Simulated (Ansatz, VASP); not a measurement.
**WSe2: VASP beside Ansatz**

File POSCAR:

```
WSe2
1.0
    3.3153441874      0.0000000000      0.0000000000
   -1.6576720937      2.8711722886      0.0000000000
    0.0000000000      0.0000000000      6.5191986732
W Se
1 2
Direct
    0.0000000000      0.0000000000      0.0000000000
    0.3333333333      0.6666666667      0.2571683820
    0.6666666667      0.3333333333      0.7428316180
```

The input INCAR.step1:

```
SYSTEM = WSe2
ALGO = Normal
EDIFF = 1E-4
ENCUT = 520
GGA = PE
ISMEAR = -1
LASPH = .True.
LCHARG = .False.
LREAL = .False.
LWAVE = .True.
NBANDS = 20
NELM = 60
PREC = Accurate
SIGMA = 0.02
```

INCAR.step2

```
SYSTEM = WSe2
ALGO = Normal
EDIFF = 1E-6
ENCUT = 520
ISIF = 2
ISMEAR = -1
ISTART = 1
LASPH = .True.
LCHARG = .False.
LMIXTAU = .True.
LREAL = .False.
LWAVE = .False.
METAGGA = R2SCAN
NBANDS = 20
NELM = 60
PREC = Accurate
SIGMA = 0.02
```

The input KPOINTS:

```
k-points
0
Gamma
  6 6 4
  0 0 0
```

Input for Ansatz:

```yaml
crystal:
  lattice:
    - [3.3153441874, 0.0, 0.0]
    - [-1.6576720937, 2.8711722886, 0.0]
    - [0.0, 0.0, 6.5191986732]
  atoms:
    - { symbol: W, position: [0.0, 0.0, 0.0] }
    - { symbol: Se, position: [0.3333333333, 0.6666666667, 0.257168382] }
    - { symbol: Se, position: [0.6666666667, 0.3333333333, 0.742831618] }
kpoints:
  mp_grid: { grid: [6, 6, 4] }
hamiltonian:
  xc: r2scan
scf:
  occupations: { method: fermi_dirac, width: 0.02 }
  n_extra_bands: 4
  convergence: { dr2_threshold: 1.0e-12 }
  max_iter: 55
output:
  forces: true
  stress: true
  eigenvalues: true
```

Alike in both runs: task single point; functional r2SCAN; k mesh 6 × 6 × 4; occupations fermi-dirac, width 0.02 eV; no spin polarisation.

|  | VASP | Ansatz |
| --- | --- | --- |
| version | VASP 6.6.1 | Ansatz 0.2.0 |
| potentials or method | VASP PAW PBE potentials, release 64 (W_sv, Se) | plane waves |
| plane-wave cutoff (eV) | 520 | 500 |
| valence electrons in the cell | 26 | 46 |

|  | VASP | Ansatz | Ansatz less VASP |
| --- | --- | --- | --- |
| pressure (GPa) | 1.8 | 1.5 | -0.27 |
| traceless stress, the component that is largest in VASP (GPa) | -0.36 | -0.33 | +0.030 |
| rms of the force components (eV/Å) | 0.030 | 0.044 | +0.0144 |

VASP's potentials were made for PBE, not for r2SCAN. Atom by atom the forces differ by 0.014 eV/Å (rms over components). VASP's potentials hold 26 valence electrons a cell and Ansatz's 46, so a difference there can come from the potentials and not from the codes.

The k mesh is coarse, so the values compare programs but aren't converged. Neither program's run includes spin-orbit coupling.
